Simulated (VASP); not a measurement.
Here is a VASP 6.6.1 calculation.

Contents of INCAR:

```
SYSTEM = AlNi
  ALGO = Normal
  EDIFF = 1E-6
  ENCUT = 520
  GGA = PS
  ISIF = 2
  ISMEAR = 0
  LASPH = .True.
  LCHARG = .False.
  LREAL = .False.
  LWAVE = .False.
  NBANDS = 14
  NELM = 100
  PREC = Accurate
  SIGMA = 0.15
```

Contents of KPOINTS:

```
k-points
0
Gamma
  16 16 16
  0 0 0
```

POSCAR

```
AlNi
1.0
    2.9962400000      0.0000000000      0.0000000000
    0.0000000000      2.9962400000      0.0000000000
    0.0000000000      0.0000000000      2.7657600000
Al Ni
1 1
Direct
    0.0000000000      0.0000000000      0.0000000000
    0.5000000000      0.5000000000      0.5000000000
```

Potentials or basis: VASP PAW PBE potentials, release 64 (Al, Ni).

Launch:

```sh
$ cat potpaw_PBE.64/Al/POTCAR potpaw_PBE.64/Ni/POTCAR > POTCAR
$ mpirun -np 1 vasp_std > vasp.out
```

Q: Estimate the pressure.

A: -8.2 GPa.

Stress tensor (GPa, compression positive):
```
-10.45   0.00   0.00
  0.00 -10.45   0.00
  0.00   0.00  -3.65
```

Caveat: the cell differs from its parent crystal (strain +0.040 along x and y, -0.040 along z); the PAW data sets were made with another functional, which shifts forces and pressure a little. Spin polarisation is off, so any magnetic state and its effect on volume and gap are missing.
